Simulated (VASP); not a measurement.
Write the native input for VASP 6.6.1 that does the following.

```yaml
Task: relaxation of volume and atoms at fixed shape
Functional: r2SCAN
Potentials_or_basis: VASP PAW PBE potentials, release 64 (Y_sv)
Cutoff: 550 eV
k_mesh: 7 × 7 × 7
Occupations: fermi-dirac, width 0.05 eV
Spin: no spin polarisation
Dipole_correction: no
Further_INCAR_settings: ALGO = Normal; EDIFF = 1e-07; IBRION = 2; EDIFFG = -0.01; NSW = 80; ISIF = 8
```

The system is Y.

```xyz
1
Lattice="0.0000 2.5450 2.5450 2.5450 0.0000 2.5450 2.5450 2.5450 0.0000" Properties=species:S:1:pos:R:3 pbc="T T T"
Y     0.0000    0.0000    0.0000
```

This isn't the form of Y at room conditions, which is hcp.

One way to write it, as run:

POSCAR

```
Y
1.0
    0.0000000000      2.5450000000      2.5450000000
    2.5450000000      0.0000000000      2.5450000000
    2.5450000000      2.5450000000      0.0000000000
Y
1
Direct
    0.0000000000      0.0000000000      0.0000000000
```

INCAR.step1

```
  ALGO = Normal
  EDIFF = 1E-5
  EDIFFG = -0.005
  ENCUT = 550
  GGA = PE
  GGA_COMPAT = False
  IBRION = 2
  ISIF = 3
  ISMEAR = -1
  LASPH = True
  LCHARG = False
  LREAL = False
  LWAVE = True
  NELM = 120
  NELMIN = 4
  NSW = 100
  PREC = Accurate
  SIGMA = 0.05
```

INCAR.step2

```
  ALGO = Normal
  EDIFF = 1E-7
  EDIFFG = -0.01
  ENCUT = 550
  GGA_COMPAT = False
  IBRION = 2
  ISIF = 8
  ISMEAR = -1
  ISTART = 1
  LASPH = True
  LCHARG = False
  LMIXTAU = True
  LREAL = False
  LWAVE = False
  METAGGA = R2SCAN
  NELM = 120
  NELMIN = 4
  NSW = 80
  PREC = Accurate
  SIGMA = 0.05
```

KPOINTS

```
k-points
0
Gamma
  7 7 7
```

Potentials or basis: VASP PAW PBE potentials, release 64 (Y_sv).

Launch:

```sh
$ cat potpaw_PBE.64/Y_sv/POTCAR > POTCAR
$ cp INCAR.step1 INCAR
$ mpirun -np 1 vasp_std > vasp.out
$ cp INCAR.step2 INCAR
$ mpirun -np 1 vasp_std > vasp.out
```

It gave:

The relaxed volume is 33.28 Å³/atom. The relaxed cell is a = 3.611 Å, b = 3.611 Å, c = 3.611 Å, α = 60.00°, β = 60.00°, γ = 60.00° and the space group after relaxing (to 0.1 Å) is Fm-3m (No. 225). The energy gained by relaxing is 0.3 meV/atom. The ionic steps are 2, the pressure after relaxing is 0.0 GPa and the band gap on the k mesh is zero (an odd number of electrons rules out a gap without spin polarisation).

Caveat: the PAW data sets were made with another functional, which shifts forces and pressure a little.

It took 49 s on 1 thread of Intel(R) Xeon(R) 6975P-C (Granite Rapids) (shared host), peak memory 0.18 GiB.
